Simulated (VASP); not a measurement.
Wanted: the native input for a VASP 6.6.1 run.

```yaml
Task: single point
Functional: PBE
Potentials_or_basis: VASP PAW PBE potentials, release 64 (In_d, As)
Cutoff: 520 eV
k_mesh: 14 × 14 × 14
Occupations: gaussian, width 0.15 eV
Spin: no spin polarisation
Dipole_correction: no
Further_INCAR_settings: ALGO = Normal; EDIFF = 1e-06; NBANDS = 16
```

The structure of InAs lies in POSCAR:

```
InAs
1.0
    0.0000000000      3.1449600000      3.1449600000
    3.1449600000      0.0000000000      3.1449600000
    3.1449600000      3.1449600000      0.0000000000
In As
1 1
Direct
    0.0000000000      0.0000000000      0.0000000000
    0.7500000000      0.7500000000      0.7500000000
```

This cell differs from its parent crystal: strain +0.040 along x and y, +0.040 along z.

One way to write it, as run:

INCAR

```
SYSTEM = InAs
  PREC = Accurate
  ENCUT = 520
  EDIFF = 1E-6
  ISMEAR = 0
  SIGMA = 0.15
  LREAL = .FALSE.
  LASPH = .TRUE.
  NELM = 100
  ALGO = Normal
  ISIF = 2
  LWAVE = .FALSE.
  LCHARG = .FALSE.
  GGA = PE
  NBANDS = 16
```

KPOINTS

```
Automatic mesh
0
G
  14 14 14
  0 0 0
```

Potentials or basis: VASP PAW PBE potentials, release 64 (In_d, As).

Launch:

```sh
$ cat potpaw_PBE.64/In_d/POTCAR potpaw_PBE.64/As/POTCAR > POTCAR
$ mpirun -np 1 vasp_std > vasp.out
```

It gave:

```
Pressure               : -2.1 GPa
Band gap on the k mesh : zero (filled and empty bands touch)
```

Caveat: the cell differs from its parent crystal (strain +0.040 along x and y, +0.040 along z); semilocal functionals underestimate gaps, and a narrow one can read as zero; spin-orbit coupling is left out, which moves the levels of the heavy elements.

Wall time 2.4 min on 1 thread of Intel Xeon 8259CL, with other jobs on the host, peak memory 0.27 GiB.
